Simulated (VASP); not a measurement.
**CaO: single point with r2SCAN**

The system is CaO.

```
Ca O
1.0
     0.00000    2.37333    2.37333
     2.37333    0.00000    2.37333
     2.37333    2.37333    0.00000
Ca O
1 1
Direct
  0.00000 0.00000 0.00000
  0.50000 0.50000 0.50000
```

This cell differs from its parent crystal: volume changed by -3%.

```
Program             : VASP 6.6.1
Task                : single point
Functional          : r2SCAN
Potentials or basis : VASP PAW PBE potentials, release 64 (Ca_sv, O)
Cutoff              : 520 eV
k mesh              : 8 × 8 × 8
Occupations         : gaussian, width 0.01 eV
Spin                : no spin polarisation
```

The pressure is 5.0 GPa and the band gap on the k mesh is 4.18 eV, indirect (least direct gap 4.54 eV).

Levels at points of the mesh, in eV from the valence-band top:
| k point | band 5 | band 6 | band 7 | band 8 | band 9 | band 10 | band 11 | band 12 |
| --- | --- | --- | --- | --- | --- | --- | --- | --- |
| (0.00, 0.00, 0.00) | -16.55 | 0.00 | 0.00 | 0.00 | 5.75 | 6.95 | 6.95 | 6.95 |
| (0.50, 0.00, 0.00) | -15.09 | -2.70 | -1.28 | -1.28 | 7.88 | 9.26 | 9.26 | 9.52 |
| (0.50, 0.50, 0.00) | -16.33 | -1.27 | -0.36 | -0.36 | 4.18 | 9.05 | 9.85 | 10.49 |

Run time: 47 s on 1 thread of Intel(R) Xeon(R) Platinum 8375C CPU @ 2.90GHz (Ice Lake) (shared host), peak memory 0.17 GiB.

Caveat: the PAW data sets were made with another functional, which shifts forces and pressure a little. A k mesh can miss the band edges.
